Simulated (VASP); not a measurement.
# Si2Mo (P1) in VASP: further runs

Si2Mo is run at these levels: PBE; tasks: single point.

All numbers are computed with VASP 6.6.1; they aren't measurements. Logs are shortened: lines on timing, memory, paths and dates and some standing lists are left out, and cuts for length are marked.

## Step 1: The cell of the first run

The typed cell holds 24 atoms: a = 6.422 Å, b = 6.634 Å, c = 8.158 Å, α = 91.69°, β = 92.21°, γ = 86.74°.

## Step 2: Single point, PBE

INCAR reads:

```
PREC = Accurate
ENCUT = 520
EDIFF = 1E-6
ISMEAR = 0
SIGMA = 0.1
LREAL = Auto
LASPH = True
NELM = 80
ALGO = Normal
ISIF = 2
LWAVE = False
LCHARG = False
GGA = PE
NBANDS = 106
ISYM = 0
```

KPOINTS reads:

```
Automatic mesh
0
Gamma
  2 2 2
  0.5 0.5 0.5
```

POSCAR reads:

```
Si2Mo
1.0
   -6.4179054324     -0.1848823811     -0.1251024620
   -0.1848823811     -6.6310347944     -0.0961629589
    0.1530899763      0.1176762222      8.1554383395
Mo Si
8 16
Direct
    0.8160525926      0.7984619151      0.8627885865
   -0.0385750588      0.4058651620      0.3525777359
    0.7282820570      0.2250700048      0.8007834742
    0.4894971382      0.5237055890      1.0066370436
    1.0105764038      0.4715329006     -0.0139583868
    0.4480018667      1.0103127749      0.0157228672
    0.2707728135      0.7718904802      0.4968886791
    0.7655450266      0.7824242588      0.4795308337
    0.5365430636      0.5282636163      0.3318063070
    0.2252239592      0.7405857133      0.8362460377
    0.4823336196      0.9859358947      0.3254467516
    0.2951780832      0.2786810264      0.8080267735
   -0.0114206735      0.0079939606      0.3249575547
    0.7533312555      0.7455070544      0.1626654943
    0.5410403585      0.5597892760      0.6926817133
    0.2247923113      0.7256195752      0.1811581132
   -0.0606835054      0.4943749274      0.6604299707
    0.7449495279      0.2467521805      0.1209462982
    0.5036683361      0.9439770712      0.7024965675
    0.2785283311      0.3028188391      0.1876583017
    1.0002511539     -0.0096602341      0.6608419366
    0.2441142054      0.2049814296      0.5131020110
    0.7039946716      0.2020444122      0.4944026729
    0.0515237760      1.0457815609      1.0041078101
```

Potentials or basis: VASP PAW PBE potentials, release 64 (Mo_sv, Si).

Launch:

```
$ cat potpaw_PBE.64/Mo_sv/POTCAR potpaw_PBE.64/Si/POTCAR > POTCAR
$ mpirun -np 1 vasp_std > vasp.out
```

OUTCAR:

```text
PREC = Accurate
   ENCUT = 520
   EDIFF = 1E-6
   ISMEAR = 0
   LREAL = Auto
   LASPH = True
   NELM = 80
   ISIF = 2
   GGA = PE
   ISYM = 0

 ion  position               nearest neighbor table
   1  0.816  0.798  0.863-  21 2.49  19 2.51  24 2.52  14 2.53   5 2.65  10 2.65  17 2.67  15 2.75
                             3 2.91   6 2.98   8 3.13   4 3.14
   2  0.961  0.406  0.353-  23 2.53  20 2.53  22 2.54  18 2.54  17 2.57  13 2.64   9 2.80   8 2.91
                            14 2.99   5 3.07  16 3.18   7 3.38
   3  0.728  0.225  0.801-  23 2.50  19 2.52  21 2.55  18 2.61  17 2.62  15 2.62  12 2.79  24 2.84
                             5 2.87   1 2.91   4 2.96   6 3.00
   4  0.489  0.524  0.007-  16 2.55  10 2.56  18 2.56  14 2.58  20 2.58  12 2.60  15 2.61   9 2.66
                             3 2.96   5 3.11   1 3.14   6 3.22   5 3.35   6 3.43
   5  0.011  0.472  0.986-  20 2.57  18 2.62  12 2.63   1 2.65  10 2.67  16 2.68  17 2.69  14 2.79
                            24 2.83   3 2.87   2 3.07   4 3.11   4 3.35
   6  0.448  0.010  0.016-  11 2.54  24 2.54  20 2.58  19 2.61  12 2.62  18 2.64  10 2.71  14 2.81
                            16 2.84   1 2.98   3 3.00   4 3.22   4 3.43
   7  0.271  0.772  0.497-  19 2.50  11 2.51  21 2.59  16 2.59   9 2.66  15 2.68  13 2.70  10 2.81
                            22 2.87   8 3.19   8 3.24  17 3.24   2 3.38
   8  0.766  0.782  0.480-  21 2.51  11 2.52  13 2.52   9 2.55  14 2.59  17 2.62  19 2.68  23 2.79
                            15 2.81   2 2.91   1 3.13   7 3.19   7 3.24
   9  0.537  0.528  0.332-  20 2.53  14 2.53   8 2.55  16 2.62   4 2.66   7 2.66  23 2.72   2 2.80
                            18 2.82  15 2.94  11 3.04
  10  0.225  0.741  0.836-   4 2.56  21 2.57  19 2.59  15 2.60  24 2.63   1 2.65   5 2.67   6 2.71
                             7 2.81  16 2.82  17 2.85  12 3.07
  11  0.482  0.986  0.325-  23 2.44   7 2.51   8 2.52   6 2.54  22 2.57  14 2.66  20 2.67  16 2.68
                             9 3.04  18 3.06  19 3.09
  12  0.295  0.279  0.808-  22 2.45   4 2.60   6 2.62   5 2.63  19 2.67  15 2.72   3 2.79  24 2.83
                            17 2.87  21 2.96  10 3.07  20 3.10
  13  0.989  0.008  0.325-   8 2.52  22 2.59  23 2.59  16 2.62   2 2.64  14 2.66  24 2.68   7 2.70
                            18 2.72  21 2.74  20 3.04
  14  0.753  0.746  0.163-   1 2.53   9 2.53   4 2.58   8 2.59  11 2.66  13 2.66   5 2.79   6 2.81
                             2 2.99  16 3.02
  15  0.541  0.560  0.693-  19 2.55  17 2.59  10 2.60   4 2.61   3 2.62   7 2.68  12 2.72   1 2.75
                             8 2.81   9 2.94  23 2.99
  16  0.225  0.726  0.181-   4 2.55   7 2.59   9 2.62  13 2.62  11 2.68   5 2.68  24 2.76  20 2.81
                            10 2.82   6 2.84  14 3.02   2 3.18
  17  0.939  0.494  0.660-   2 2.57  15 2.59   3 2.62   8 2.62   1 2.67   5 2.69  23 2.81  10 2.85
                            12 2.87  22 2.93   7 3.24
  18  0.745  0.247  0.121-  24 2.52   2 2.54   4 2.56   3 2.61   5 2.62   6 2.64  13 2.72   9 2.82
                            11 3.06  20 3.06  23 3.09
  19  0.504  0.944  0.702-   7 2.50   1 2.51   3 2.52  15 2.55  10 2.59   6 2.61  12 2.67   8 2.68
                            22 2.79  23 2.84  11 3.09
  20  0.279  0.303  0.188-   9 2.53   2 2.53   5 2.57   6 2.58   4 2.58  11 2.67  24 2.69  22 2.77
                            16 2.81  13 3.04  18 3.06  12 3.10
  21  0.000  0.990  0.661-   1 2.49   8 2.51  22 2.54   3 2.55  10 2.57   7 2.59  23 2.65  13 2.74
                            24 2.82  12 2.96
  22  0.244  0.205  0.513-  12 2.45   2 2.54  21 2.54  11 2.57  13 2.59  20 2.77  19 2.79   7 2.87
                            17 2.93  23 2.96
  23  0.704  0.202  0.494-  11 2.44   3 2.50   2 2.53  13 2.59  21 2.65   9 2.72   8 2.79  17 2.81
                            19 2.84  22 2.96  15 2.99  18 3.09
  24  0.052  0.046  0.004-  18 2.52   1 2.52   6 2.54  10 2.63  13 2.68  20 2.69  16 2.76  21 2.82
                             5 2.83  12 2.83   3 2.84

IMPORTANT INFORMATION: All symmetrisations will be switched off!
NOSYMM: (Re-)initialisation of all symmetry stuff for point group C_1.

----------------------------------------------------------------------------------------

                                     Primitive cell

  volume of cell :     346.6009

  direct lattice vectors                    reciprocal lattice vectors
    -6.417905432 -0.184882381 -0.125102462    -0.155994038  0.004307765  0.002866088
    -0.184882381 -6.631034794 -0.096162959     0.004307765 -0.150956547  0.002097315
     0.153089976  0.117676222  8.155438339    -0.002342117 -0.001713889  0.122686261

  length of vectors
     6.421786532  6.634308649  8.157723870     0.156079823  0.151032561  0.122720584

  position of ions in fractional coordinates (direct lattice)
     0.816052593  0.798461915  0.862788587
     0.961424941  0.405865162  0.352577736
     0.728282057  0.225070005  0.800783474
     0.489497138  0.523705589  0.006637044
     0.010576404  0.471532901  0.986041613
     0.448001867  0.010312775  0.015722867
[... 16 lines left out ...]
     0.703994672  0.202044412  0.494402673
     0.051523776  0.045781561  0.004107810

  ion indices of the primitive-cell ions
   primitive index   ion index
                 1           1
                 2           2
                 3           3
                 4           4
                 5           5
                 6           6
[... 16 lines left out ...]
                23          23
                24          24

----------------------------------------------------------------------------------------

 KPOINTS: Automatic mesh

Automatic generation of k-mesh.
 Grid dimensions read from file:
 generate k-points for:    2    2    2

 Generating k-lattice:

  Cartesian coordinates                     Fractional coordinates (reciprocal lattice)
    -0.077997019  0.002153882  0.001433044     0.500000000  0.000000000  0.000000000
     0.002153882 -0.075478273  0.001048657     0.000000000  0.500000000  0.000000000
    -0.001171059 -0.000856945  0.061343131     0.000000000 -0.000000000  0.500000000

  Length of vectors
     0.078039912  0.075516281  0.061360292

  Shift w.r.t. Gamma in fractional coordinates (k-lattice)
     0.500000000  0.500000000  0.500000000

 Subroutine IBZKPT returns following result:
 ===========================================

 Found      4 irreducible k-points:

 Following reciprocal coordinates:
            Coordinates               Weight
  0.250000  0.250000  0.250000      2.000000
 -0.250000  0.250000  0.250000      2.000000
  0.250000 -0.250000  0.250000      2.000000
 -0.250000 -0.250000  0.250000      2.000000
   k-points           NKPTS =      4   k-points in BZ     NKDIM =      4   number of bands    NBANDS=    106
   number of dos      NEDOS =    301   number of ions     NIONS =     24
   total plane-waves  NPLWV = 153600
   dimension x,y,z NGX =    48 NGY =   50 NGZ =   64
   dimension x,y,z NGXF=    96 NGYF=  100 NGZF=  128
   ions per type =               8  16
   NGX,Y,Z   is equivalent  to a cutoff of  12.43, 12.53, 13.04 a.u.
   NGXF,Y,Z  is equivalent  to a cutoff of  24.85, 25.06, 26.09 a.u.
 SYSTEM =  unknown system
   PREC   = accura    normal or accurate (medium, high low for compatibility)
   ISTART =      0    job   : 0-new  1-cont  2-samecut
   ICHARG =      2    charge: 1-file 2-atom 10-const
   ISPIN  =      1    spin polarized calculation?
   LNONCOLLINEAR =      F non collinear calculations
   LSORBIT =      F    spin-orbit coupling
   LASPH  =      T    aspherical Exc in radial PAW
   ENCUT  =  520.0 eV  38.22 Ry    6.18 a.u.  11.94 12.34 15.17*2*pi/ulx,y,z
   NELM   =     80;   NELMIN=  2; NELMDL= -5     # of ELM steps
   EDIFF  = 0.1E-05   stopping-criterion for ELM
   LREAL  =      T    real-space projection
   EDIFFG = 0.1E-04   stopping-criterion for IOM
   NSW    =      0    number of steps for IOM
   IBRION =     -1    ionic relax: 0-MD 1-quasi-New 2-CG
   NFREE  =      0    steps in history (QN), initial steepest desc. (CG)
   ISIF   =      2    stress and relaxation
   ISYM   =      0    0-nonsym 1-usesym 2-fastsym
   POTIM  = 0.5000    time-step for ionic-motion
   TEBEG  =    0.0;   TEEND  =   0.0 temperature during run
   PSTRESS=    0.0 pullay stress
   NELECT =     176.0000    total number of electrons
   NUPDOWN=      -1.0000    fix difference up-down
   EMIN   =  10.00;   EMAX   =-10.00  energy-range for DOS
   EFERMI =   0.00;   METHOD = LEGACY
   ISMEAR =     0;   SIGMA  =   0.10  broadening in eV -4-tet -1-fermi 0-gaus
   EFERMI_NEDOS =   21; number of points for ismear=-14 and -15
   IALGO  =     38    algorithm
   IMIX   =      4    mixing-type and parameters
     AMIX     =   0.40;   BMIX     =  1.00
     AMIX_MAG =   1.60;   BMIX_MAG =  1.00
  volume/ion in A,a.u.               =      14.44        97.46
  Fermi-wavevector in a.u.,A,eV,Ry     =   1.306078  2.468130 23.209362  1.705840
  Thomas-Fermi vector in A             =   2.436904
   LORBIT       =      0    0 simple, 1 ext, 2 COOP (PROOUT), +10 PAW based schemes
   GGA     = PE    functional components
   LHFCALC =     F    Hartree Fock is set to
   AEXX    =    0.0000 exact exchange contribution
   IVDW    =     0    specifies the selected vdW correction
   LEPSILON=     F    determine dielectric tensor
   LRPA    =     F    only Hartree local field effects (RPA)
 non-spin polarized calculation
 Gauss-broadening in eV      SIGMA  =   0.10
  energy-cutoff  :      520.00
  volume of cell :      346.60
 maximum number of plane-waves:      9338
   NGX = 23   NGY = 25   NGZ = 31

 number of electron     176.0000005 magnetization

 Free energy of the ion-electron system (eV)
  ---------------------------------------------------
  ext. energy  EPLUGINS =         0.00000000
  ---------------------------------------------------
  free energy    TOTEN  =      -175.87344936 eV

  energy without entropy =     -175.84620878  energy(sigma->0) =     -175.85982907

 E-fermi :  11.2046     XC(G=0): -12.0401

 val. band max:       11.1446748670   @ k =   0.2500  -0.2500   0.2500
 cond. band min:      11.2641010061   @ k =  -0.2500   0.2500   0.2500
 fundamental gap:      0.1194261391
 Fermi energy:        11.2045786155

 k-point     1 :       0.2500    0.2500    0.2500
  band No.  band energies     occupation
      1     -49.6933      2.00000
      2     -49.6238      2.00000
      3     -49.6117      2.00000
      4     -49.5986      2.00000
      5     -49.5689      2.00000
      6     -49.5377      2.00000
[... 92 lines left out ...]
     99      12.8331      0.00000
    100      12.8902      0.00000

 k-point     2 :      -0.2500    0.2500    0.2500
  band No.  band energies     occupation
      1     -49.6932      2.00000
      2     -49.6239      2.00000
      3     -49.6117      2.00000
      4     -49.5986      2.00000
      5     -49.5689      2.00000
      6     -49.5377      2.00000
[... 92 lines left out ...]
     99      12.7992      0.00000
    100      13.0065      0.00000

 k-point     3 :       0.2500   -0.2500    0.2500
  band No.  band energies     occupation
      1     -49.6932      2.00000
      2     -49.6239      2.00000
      3     -49.6117      2.00000
      4     -49.5986      2.00000
      5     -49.5689      2.00000
      6     -49.5377      2.00000
[... 92 lines left out ...]
     99      12.7874      0.00000
    100      12.9020      0.00000

 k-point     4 :      -0.2500   -0.2500    0.2500
  band No.  band energies     occupation
      1     -49.6933      2.00000
      2     -49.6237      2.00000
      3     -49.6117      2.00000
      4     -49.5986      2.00000
      5     -49.5689      2.00000
      6     -49.5377      2.00000
[... 92 lines left out ...]
     99      12.8346      0.00000
    100      12.9523      0.00000
 [bands above 100 left out]

------------------------ aborting loop because EDIFF is reached ----------------------------------------

  FORCE on cell =-STRESS in cart. coord.  units (eV):
  Direction    XX          YY          ZZ          XY          YZ          ZX
  --------------------------------------------------------------------------------------
  -------------------------------------------------------------------------------------
  Total        0.2468411      0.2481823      0.3169446      0.0745473      0.0817885      0.0528874
  in kB        1.1410333      1.1472331      1.4650895      0.3445982      0.3780706      0.2444741
  external PRESSURE =       1.2511186 kB  Pullay stress =       0.0000000 kB

 VOLUME and BASIS-vectors are now :
 -----------------------------------------------------------------------------
  energy-cutoff  :      520.00
  volume of cell :      346.60
      direct lattice vectors                 reciprocal lattice vectors
    -6.417905432 -0.184882381 -0.125102462    -0.155994038  0.004307765  0.002866088
    -0.184882381 -6.631034794 -0.096162959     0.004307765 -0.150956547  0.002097315
     0.153089976  0.117676222  8.155438339    -0.002342117 -0.001713889  0.122686261

 POSITION                                       TOTAL-FORCE (eV/Angst)
 -----------------------------------------------------------------------------------
     -5.25289     -5.34397      6.85755         0.002022      0.006403      0.001087
     -6.19140     -2.82757      2.71612         0.012240     -0.016312      0.003499
     -4.59306     -1.53286      6.41799         0.010456      0.001698     -0.015791
     -3.23735     -3.56243     -0.05747         0.001924      0.006117      0.004772
     -0.00410     -3.01267      7.99493        -0.006100     -0.000321     -0.005389
     -2.87473     -0.14936      0.07119         0.003228     -0.003034      0.001529
[... 16 lines left out ...]
     -4.47984     -1.41174      3.92457         0.001958      0.005530     -0.010692
     -0.33851     -0.31262      0.02265         0.006674      0.000647      0.014686
 -----------------------------------------------------------------------------------
    total drift:                               -0.005475     -0.003673      0.001747

  FREE ENERGIE OF THE ION-ELECTRON SYSTEM (eV)
  ---------------------------------------------------
  free  energy   TOTEN  =      -175.8734493600 eV

  energy  without entropy=     -175.8462087847  energy(sigma->0) =     -175.85982907
```

Run time: 9 min. Hardware: 1 thread of Intel Xeon 8259CL, shared host; peak memory 0.42 GiB.

Results:

```yaml
Free_energy: -175.8734 eV
Pressure: 0.1 GPa
Largest_force: 0.026 eV/Å
Band_gap_on_the_k_mesh: 0.12 eV, indirect (least direct gap 0.21 eV)
```

Forces on the atoms (eV/Å):
```
Mo   0.002  0.006  0.001
Mo   0.012 -0.016  0.003
Mo   0.010  0.002 -0.016
Mo   0.002  0.006  0.005
Mo  -0.006  0.000 -0.005
Mo   0.003 -0.003  0.002
Mo   0.010 -0.002 -0.008
Mo   0.003 -0.010  0.000
Si  -0.009  0.009 -0.006
Si  -0.003 -0.012 -0.001
Si   0.001 -0.004 -0.001
Si   0.000  0.000 -0.012
Si  -0.001  0.004 -0.004
Si   0.001 -0.008  0.008
Si   0.006 -0.005  0.000
Si   0.002 -0.001  0.006
Si   0.002  0.006  0.006
Si  -0.009  0.008 -0.002
Si   0.009  0.003  0.004
Si  -0.018  0.001  0.019
Si  -0.016  0.001  0.001
Si  -0.010  0.010 -0.005
Si   0.002  0.006 -0.011
Si   0.007  0.001  0.015
```

## Step 3: Single point, PBE

INCAR reads:

```
PREC = Accurate ; ENCUT = 520
EDIFF = 1E-6 ; ISMEAR = 0
SIGMA = 0.1 ; LREAL = Auto
LASPH = True ; NELM = 100
ALGO = Normal ; ISIF = 2
LWAVE = False ; LCHARG = True
GGA = PE ; LELF = True
LVHAR = True ; ISYM = 0
NBANDS = 106
```

KPOINTS reads:

```
regular mesh
0
Gamma
  3 3 3
```

POSCAR reads:

```
Si2Mo
1.0
   -6.4909404525     -0.1622954191     -0.1420512023
   -0.1647407761     -6.5936463945     -0.1084502590
    0.1762369416      0.1315206110      8.1205291080
Mo Si
8 16
Direct
    0.8127383100      0.7952123394      0.8624881119
    0.9683654945      0.4037216204      0.3520249525
    0.7393690300      0.2200480780      0.8011611500
    0.4866227117      0.5183163874      0.0048915079
    0.0105503179      0.4755851523      0.9866959081
    0.4461451164      0.0125703202      0.0164574527
    0.2689597919      0.7745345389      0.4980346609
    0.7615591792      0.7847355822      0.4808149247
    0.5341827134      0.5273945323      0.3344139274
    0.2248145754      0.7389414118      0.8338080727
    0.4828507992      0.9880663806      0.3254593753
    0.2902044763      0.2770995046      0.8098698199
    0.9885195975      0.0064093344      0.3258319266
    0.7524126791      0.7430977043      0.1631347984
    0.5442868206      0.5567355519      0.6917379524
    0.2253646711      0.7271161090      0.1797330436
    0.9395259884      0.4956992835      0.6592716716
    0.7414400684      0.2503658923      0.1211685750
    0.5034505270      0.9462247210      0.7032909394
    0.2774168827      0.3034295834      0.1870139809
    0.0032684295      0.9869556800      0.6621725464
    0.2468243254      0.2037129214      0.5137954534
    0.7044378648      0.2066344402      0.4933078658
    0.0502109433      0.0501023197      0.0013665300
```

Potentials or basis: VASP PAW PBE potentials, release 64 (Mo_sv, Si).

Launch:

```
$ cat potpaw_PBE.64/Mo_sv/POTCAR potpaw_PBE.64/Si/POTCAR > POTCAR
$ mpirun -np 1 vasp_std > vasp.out
```

Run time: 26 min. Hardware: 1 thread of Intel Xeon 8259CL, shared host; peak memory 0.56 GiB.

Results (log left out):

| Quantity | Value |
| --- | --- |
| Free energy | -175.7999 eV |
| Pressure | 0.0 GPa |
| Largest force | 0.052 eV/Å |
| Band gap on the k mesh | zero (band 88 reaches 11.22 eV, above the bottom of band 89 at 11.17 eV) |

Forces on the atoms (eV/Å):
```
Mo   0.004 -0.029  0.005
Mo   0.004 -0.001  0.014
Mo  -0.014 -0.005  0.005
Mo   0.014 -0.008 -0.022
Mo   0.013  0.012 -0.019
Mo  -0.021  0.017  0.000
Mo  -0.003  0.014  0.022
Mo  -0.006 -0.028 -0.010
Si  -0.005  0.022 -0.013
Si  -0.008 -0.012 -0.006
Si   0.003 -0.003  0.008
Si   0.005  0.016  0.001
Si   0.016  0.000  0.017
Si   0.001  0.000  0.019
Si   0.023 -0.014  0.003
Si  -0.012 -0.016 -0.005
Si  -0.003  0.006 -0.004
Si  -0.008  0.023 -0.012
Si   0.042  0.026 -0.016
Si  -0.016 -0.002  0.004
Si  -0.032 -0.015  0.000
Si  -0.004  0.015  0.006
Si   0.011 -0.009 -0.019
Si  -0.003 -0.007  0.021
```

Levels at points of the mesh, in eV from the Fermi level:
| k point | band 85 | band 86 | band 87 | band 88 | band 89 | band 90 | band 91 | band 92 |
| --- | --- | --- | --- | --- | --- | --- | --- | --- |
| (0.00, 0.00, 0.00) | -0.60 | -0.57 | -0.25 | -0.07 | 0.16 | 0.20 | 0.46 | 0.73 |
